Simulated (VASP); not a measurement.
Write the native input for VASP 6.6.1 that does the following.

| Item | Value |
| --- | --- |
| Task | relaxation of cell and atoms |
| Functional | HSE06 |
| Potentials or basis | VASP PAW PBE potentials, release 64 (K_sv, Br) |
| Cutoff | 600 eV |
| k mesh | 4 × 4 × 4 |
| Occupations | fermi-dirac, width 0.02 eV |
| Spin | no spin polarisation |
| Dipole correction | no |
| Grid for exact exchange (PRECFOCK) | Normal |
| Further INCAR settings | ALGO = Normal; EDIFF = 1e-06; IBRION = 2; EDIFFG = -0.005; NSW = 80; ISIF = 3 |
| Share of exact exchange | 0.25 |
| Screening parameter | 0.2079 1/Å |

Crystal: KBr.

```
CELL_PARAMETERS angstrom
0.00000 3.68830 3.68830
3.68830 0.00000 3.68830
3.68830 3.68830 0.00000
ATOMIC_POSITIONS crystal
K 0.00000 0.00000 0.00000
Br 0.25000 0.25000 0.25000
```

The input as run:

POSCAR

```
KBr
1.0
    0.0000000000      3.6882992884      3.6882992884
    3.6882992884      0.0000000000      3.6882992884
    3.6882992884      3.6882992884      0.0000000000
K Br
1 1
Direct
    0.0000000000      0.0000000000      0.0000000000
    0.2500000000      0.2500000000      0.2500000000
```

INCAR.step1

```
SYSTEM = KBr
PREC = Accurate ; ENCUT = 600
EDIFF = 1E-5 ; ISMEAR = -1
SIGMA = 0.02 ; LREAL = .FALSE.
LASPH = .TRUE. ; NELM = 100
ALGO = Normal ; LWAVE = .TRUE.
LCHARG = .FALSE. ; GGA = PE
NBANDS = 15
```

INCAR.step2

```
SYSTEM = KBr
PREC = Accurate ; ENCUT = 600
EDIFF = 1E-6 ; ISMEAR = -1
SIGMA = 0.02 ; LREAL = .FALSE.
LASPH = .TRUE. ; NELM = 100
ALGO = Normal ; ISIF = 3
LWAVE = .FALSE. ; LCHARG = .FALSE.
GGA = PE ; LHFCALC = .TRUE.
HFSCREEN = 0.2079 ; PRECFOCK = Normal
IBRION = 2 ; NSW = 80
EDIFFG = -0.005 ; ISTART = 1
```

KPOINTS

```
Automatic mesh
0
G
  4 4 4
  0 0 0
```

Potentials or basis: VASP PAW PBE potentials, release 64 (K_sv, Br).

Command:

```console
$ cat potpaw_PBE.64/K_sv/POTCAR potpaw_PBE.64/Br/POTCAR > POTCAR
$ cp INCAR.step1 INCAR
$ mpirun -np 1 vasp_std > vasp.out
$ cp INCAR.step2 INCAR
$ mpirun -np 1 vasp_std > vasp.out
```

Results of the run:

* Relaxed volume: 50.99 Å³/atom
* Relaxed cell: a = 5.244 Å, b = 5.244 Å, c = 5.244 Å, α = 60.00°, β = 60.00°, γ = 60.00°
* Space group after relaxing (to 0.1 Å): F-43m (No. 216)
* Energy gained by relaxing: 0.4 meV/atom
* Ionic steps: 3
* Pressure after relaxing: 0.0 GPa
* Band gap on the k mesh: 5.36 eV (least direct gap 5.37 eV)

Caveat: the PAW data sets were made with another functional, which shifts forces and pressure a little.

Run time: 36 min on 1 thread of Intel Xeon 8259CL, with other jobs on the host, peak memory 0.41 GiB.
